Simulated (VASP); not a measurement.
Runs of VASP 6.6.1 on ZnO. The structure is that of space group P6_3mc (No. 186), or close to it. The cells are those of the table. 

```csv
task,level,cell,k mesh,smearing,gap on the mesh (eV),pressure (GPa),largest force (eV/Å)
single point,PBE,"a = 3.138, b = 3.138, c = 5.055 Å, angles 90.0, 90.0, 120.0°, 4 atoms",12 × 12 × 6,fermi-dirac 0.02 eV,(b),24.9,0.01
single point,r2SCAN,"a = 3.138, b = 3.138, c = 5.055 Å, angles 90.0, 90.0, 120.0°, 4 atoms",12 × 12 × 6,gaussian 0.01 eV,1.37,18.4,-
single point,PBE,"a = 3.171, b = 3.171, c = 5.107 Å, angles 90.0, 90.0, 120.0°, 4 atoms",12 × 12 × 6,fermi-dirac 0.02 eV,0.88,18.2,0.01
dielectric tensor,r2SCAN,"a = 3.106, b = 3.106, c = 5.003 Å, angles 90.0, 90.0, 120.0°, 4 atoms",9 × 9 × 4,gaussian 0.01 eV,1.42,-,-
single point,PBE,"a = 3.106, b = 3.106, c = 5.003 Å, angles 90.0, 90.0, 120.0°, 4 atoms",12 × 12 × 6,fermi-dirac 0.02 eV,0.97,32.6,-
single point,PBE,"a = 3.203, b = 3.203, c = 5.159 Å, angles 90.0, 90.0, 120.0°, 4 atoms",12 × 12 × 6,fermi-dirac 0.02 eV,0.84,12.4,-
single point,PBE,"a = 3.268, b = 3.268, c = 5.263 Å, angles 90.0, 90.0, 120.0°, 4 atoms",12 × 12 × 6,fermi-dirac 0.02 eV,0.75,(a),-
single point,PBE,"a = 3.300, b = 3.300, c = 5.315 Å, angles 90.0, 90.0, 120.0°, 4 atoms",12 × 12 × 6,fermi-dirac 0.02 eV,0.71,-1.2,-
```

Alike in all rows: potentials or basis VASP PAW PBE potentials, release 64 (Zn, O); no spin polarisation; cutoff (eV) 520.

Task: Estimate the missing entries.

Result: (a) 2.6; (b) 0.92.

Caveats: the cell stands under pressure (at least some runs); the PAW data sets were made with another functional, which shifts forces and pressure a little (at least some runs).

